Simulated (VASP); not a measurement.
Wanted: the native input for a VASP 6.6.1 run.

```
Task                   : relaxation of cell and atoms
Functional             : PBE
Potentials or basis    : VASP PAW PBE potentials, release 64 (In_d, Sb, O)
Cutoff                 : 600 eV
k mesh                 : 6 × 6 × 4
Occupations            : gaussian, width 0.1 eV
Spin                   : no spin polarisation
Dipole correction      : no
Further INCAR settings : ALGO = Normal; EDIFF = 1e-07; IBRION = 2; EDIFFG = -0.04; NSW = 90; ISIF = 3
```

The structure of InSbO4 lies in POSCAR:

```
InSbO4
1.0
    4.5945144800      0.0000000000      0.0000000000
   -2.2972572400      3.9789662600      0.0000000000
    0.0000000000      0.0000000000      5.5046368400
In Sb O
1 1 4
Direct
    0.0000000000      0.0000000000      0.5000000000
    0.0000000000      0.0000000000      0.0000000000
    0.3333333300      0.6666666700      0.5000000000
    0.6666666700      0.3333333300      0.5000000000
    0.3333333300      0.6666666700      0.0000000000
    0.6666666700      0.3333333300      0.0000000000
```

The cell was built from a structure type or drawn by symmetry, and may not be a known phase.

These files were run (other wordings do the same):

INCAR

```
  PREC = Accurate
  ENCUT = 600
  EDIFF = 1E-7
  ISMEAR = 0
  SIGMA = 0.1
  LREAL = F
  LASPH = T
  NELM = 80
  ALGO = Normal
  ISIF = 3
  LWAVE = F
  LCHARG = F
  GGA = PE
  IBRION = 2
  NSW = 90
  EDIFFG = -0.04
```

KPOINTS

```
Automatic mesh
0
Gamma
  6 6 4
```

Potentials or basis: VASP PAW PBE potentials, release 64 (In_d, Sb, O).

Command:

```bash
$ cat potpaw_PBE.64/In_d/POTCAR potpaw_PBE.64/Sb/POTCAR potpaw_PBE.64/O/POTCAR > POTCAR
$ mpirun -np 1 vasp_std > vasp.out
```

Results of the run:

- Relaxed volume: 14.75 Å³/atom
- Relaxed cell: a = 3.867 Å, b = 3.867 Å, c = 6.836 Å, α = 90.00°, β = 90.00°, γ = 120.00°
- Space group after relaxing (to 0.1 Å): P6/mmm (No. 191)
- Energy gained by relaxing: 695.3 meV/atom
- Ionic steps: 9
- Pressure after relaxing: 0.2 GPa
- Band gap on the k mesh: zero (bands 21 and 22 overlap by 0.77 eV)

Caveat: a cell axis changed by over 15 % at a fixed basis, so the end point is rough; spin-orbit coupling is left out, which moves the levels of the heavy elements.

Wall time 10 min on 1 thread of Intel(R) Xeon(R) Platinum 8488C (Sapphire Rapids), on a shared host, peak memory 0.32 GiB.
